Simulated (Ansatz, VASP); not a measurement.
## KBr: VASP beside Ansatz

```
K Br
1.0
     0.00000    3.34189    3.34189
     3.34189    0.00000    3.34189
     3.34189    3.34189    0.00000
K Br
1 1
Direct
  0.00000 0.00000 0.00000
  0.50000 0.50000 0.50000
```

Change from the starting cell: strain +0.015 along x and y, +0.015 along z, atoms carried along.

Alike in both runs: task single point; functional r2SCAN; k mesh 6 × 6 × 6; occupations gaussian, width 0.05 eV; no spin polarisation.

|  | VASP | Ansatz |
| --- | --- | --- |
| version | VASP 6.6.1 | Ansatz 0.2.0 |
| potentials or method | VASP PAW PBE potentials, release 64 (K_sv, Br), cutoff 520 eV | scalar-relativistic, plane waves, PAW |
| valence electrons in the cell | 16 | 16 |

|  | VASP | Ansatz | Ansatz less VASP |
| --- | --- | --- | --- |
| gap on the k mesh at the Fermi level (eV) | 4.97 | 4.97 | -0.002 |
| least direct gap on the mesh (eV) | 4.97 | 4.97 | -0.002 |
| pressure (GPa) | -0.5 | -0.5 | +0.01 |

VASP's potentials were made for PBE, not for r2SCAN. The functional is the same, so the differences come from potentials, cutoffs and numerics.
